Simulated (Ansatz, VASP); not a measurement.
**SrO: VASP beside Ansatz**

Contents of INCAR:

```
SYSTEM = SrO
PREC     = Accurate       ! precision mode
ENCUT    = 600            ! plane-wave cutoff, eV
EDIFF    = 1E-6           ! SCF threshold, eV
ISMEAR   = 1              ! smearing method
SIGMA    = 0.1            ! smearing width, eV
LREAL    = .False.        ! projectors in reciprocal space
LASPH    = .True.         ! aspherical terms in the spheres
NELM     = 120            ! most SCF steps
ALGO     = Normal         ! electronic algorithm
ISIF     = 2              ! what is computed and relaxed
LWAVE    = .False.        ! write WAVECAR
LCHARG   = .False.        ! write CHGCAR
GGA      = LIBXC          ! functional
LIBXC1   = GGA_X_B88    
LIBXC2   = GGA_C_PBE    
NBANDS   = 15             ! bands
GGA_COMPAT= .False.
```

The input KPOINTS:

```
regular mesh
0
Gamma
  9 9 9
  0 0 0
```

The input POSCAR:

```
SrO
1.0
    0.0000000000      2.6000709780      2.6000709780
    2.6000709780      0.0000000000      2.6000709780
    2.6000709780      2.6000709780      0.0000000000
Sr O
1 1
Direct
    0.5000000000      0.5000000000      0.5000000000
    0.0000000000      0.0000000000      0.0000000000
```

input.yaml

```yaml
crystal:
  lattice:
    - [0.0, 2.600070978, 2.600070978]
    - [2.600070978, 0.0, 2.600070978]
    - [2.600070978, 2.600070978, 0.0]
  atoms:
    - { symbol: Sr, position: [0.5, 0.5, 0.5] }
    - { symbol: O, position: [0.0, 0.0, 0.0] }
hamiltonian:
  xc: { exchange: b88, correlation: pbe }
  pseudopotentials: { kind: paw, core: large }
kpoints:
  mp_grid: { grid: [9, 9, 9] }
scf:
  occupations: { method: methfessel_paxton, width: 0.1 }
output:
  forces: true
  stress: true
  eigenvalues: true
  write_density: true
  write_potential: true
  elf: true
  volumetric_format: npy
```

Alike in both runs: task single point; functional b88 exchange, pbe correlation; k mesh 9 × 9 × 9; occupations methfessel-paxton of order 1, width 0.1 eV; no spin polarisation.

|  | VASP | Ansatz |
| --- | --- | --- |
| version | VASP 6.6.1 | Ansatz 0.2.0 |
| potentials or method | VASP PAW PBE potentials, release 64 (Sr_sv, O) | Ansatz PAW |
| plane-wave cutoff (eV) | 600 | 420 |
| valence electrons in the cell | 16 | 16 |

Ansatz gave:

| Property | Result |
| --- | --- |
| gap on the k mesh at the Fermi level (eV) | 3.41 |
| least direct gap on the mesh (eV) | 3.52 |
| pressure (GPa) | -0.4 |

Task: Estimate VASP's values.

Result: gap on the k mesh at the Fermi level (eV): 3.37; least direct gap on the mesh (eV): 3.49; pressure (GPa): 0.0.

VASP's potentials were made for PBE, not for b88 exchange, pbe correlation. With one functional, cell and mesh, what is left measures potentials, basis and numerics.

Noted on Ansatz's run: odd divisions of the mesh miss points on the zone boundary, where band edges often lie, so the gap on the mesh can be too wide.
